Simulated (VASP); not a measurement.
## NaF: single point with PBEsol

NaF:

```
Na F
1.0
     0.00000    2.34979    2.34979
     2.34979    0.00000    2.34979
     2.34979    2.34979    0.00000
Na F
1 1
Direct
  0.00000 0.00000 0.00000
  0.50000 0.50000 0.50000
```

* Program: VASP 6.6.1
* Task: single point
* Functional: PBEsol
* Potentials or basis: VASP PAW PBE potentials, release 64 (Na_pv, F)
* Cutoff: 520 eV
* k mesh: 8 × 8 × 8
* Occupations: gaussian, width 0.02 eV
* Spin: no spin polarisation
* Dipole correction: no
* k mesh for the DOS: 12 × 12 × 12
* Occupations for the DOS: tetrahedron
* Further INCAR settings: ALGO = Normal; EDIFF = 1e-06; NBANDS = 14

| Item | Value |
| --- | --- |
| Valence electrons inside the program's atomic spheres | Na 6.04; F 6.09 |

Levels at points of the mesh, in eV from the valence-band top:
```csv
k point,band 3,band 4,band 5,band 6,band 7,band 8,band 9,band 10,band 11,band 12
"(0.00, 0.00, 0.00)",-18.90,-18.90,0.00,0.00,0.00,5.95,18.55,18.55,18.55,21.15
"(0.50, 0.00, 0.00)",-18.91,-18.12,-1.53,-0.24,-0.24,10.36,11.99,19.54,19.54,22.31
"(0.50, 0.50, 0.00)",-18.94,-18.76,-1.23,-0.39,-0.39,12.64,12.96,13.13,19.11,19.11
```

Run time: 26 s on 1 thread of AMD EPYC 7R13 Processor (Zen 3), on a shared host, peak memory 0.12 GiB.
